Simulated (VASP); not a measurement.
The system is Y.

```
Y
1.0
     2.02000    2.02000    2.02000
    -2.02000    2.02000    2.02000
    -2.02000   -2.02000    2.02000
Y
1
Direct
  0.00000 0.00000 0.00000
```

This isn't the form of Y at room conditions, which is hcp.

```yaml
Program: VASP 6.6.1
Task: relaxation of cell and atoms
Functional: PBEsol
Potentials_or_basis: VASP PAW PBE potentials, release 64 (Y_sv)
Cutoff: 500 eV
k_mesh: 8 × 8 × 8
Occupations: fermi-dirac, width 0.1 eV
Spin: no spin polarisation
```

At the start: pressure -1.8 GPa; volume 32.97 Å³/atom.

Q: How do energy, volume and symmetry change on relaxing?

A: Over 3 steps the energy falls by 9.1 meV/atom and the volume is 31.43 Å³/atom (-4.7 %); space group Im-3m (No. 229, to 0.1 Å) before and after.

Step by step:
| step | energy change (eV) | largest force (eV/Å) | pressure (GPa) | volume (Å³) |
| --- | --- | --- | --- | --- |
| 1 | 0.0000 | 0.0000 | -1.82 | 32.97 |
| 2 | -0.0089 | 0.0000 | 0.29 | 31.21 |
| 3 | -0.0091 | 0.0000 | 0.00 | 31.43 |

Final structure:
```
Y
1.0
     1.98801    1.98801    1.98801
    -1.98801    1.98801    1.98801
    -1.98801   -1.98801    1.98801
Y
1
Cartesian
  0.0000 0.0000 0.0000
```

Caveat: the PAW data sets were made with another functional, which shifts forces and pressure a little.
